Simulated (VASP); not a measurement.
A run of VASP 6.6.1 is set up as follows.

Contents of INCAR:

```
  PREC = Accurate
  ENCUT = 600
  EDIFF = 1E-6
  ISMEAR = 0
  SIGMA = 0.1
  LREAL = F
  LASPH = T
  NELM = 60
  ALGO = Normal
  ISIF = 3
  LWAVE = F
  LCHARG = F
  GGA = PE
  IBRION = 2
  NSW = 90
  EDIFFG = -0.04
```

File KPOINTS:

```
regular mesh
0
Gamma
  4 4 4
```

File POSCAR:

```
CdTe
1.0
    4.9969590800      0.0000000000      0.0000000000
    0.0000000000      4.9969590800      0.0000000000
    0.0000000000      0.0000000000      7.0667672900
Cd Te
2 2
Direct
    0.0000000000      0.0000000000      0.0000000000
    0.5000000000      0.5000000000      0.0000000000
    0.5000000000      0.0000000000      0.7500000000
    0.0000000000      0.5000000000      0.2500000000
```

Potentials or basis: VASP PAW PBE potentials, release 64 (Cd, Te).

Run with:

```sh
$ cat potpaw_PBE.64/Cd/POTCAR potpaw_PBE.64/Te/POTCAR > POTCAR
$ mpirun -np 1 vasp_std > vasp.out
```

Q: Predict the band gap on the k mesh.

A: 1.02 eV, direct.

Q: Estimate the relaxed cell.

A: a = 4.716 Å, b = 4.716 Å, c = 6.991 Å, α = 90.00°, β = 90.00°, γ = 90.00°.

Q: Estimate the space group after relaxing (to 0.05 Å).

A: P4/nmm (No. 129).

Final structure:
```
CELL_PARAMETERS angstrom
4.71623 0.00000 0.00000
0.00000 4.71623 0.00000
0.00000 0.00000 6.99113
ATOMIC_POSITIONS crystal
Cd 0.00000 0.00000 0.00000
Cd 0.50000 0.50000 0.00000
Te 0.50000 0.00000 0.74957
Te 0.00000 0.50000 0.25043
```

Caveat: spin-orbit coupling is left out, which moves the levels of the heavy elements. A k mesh can miss the band edges.
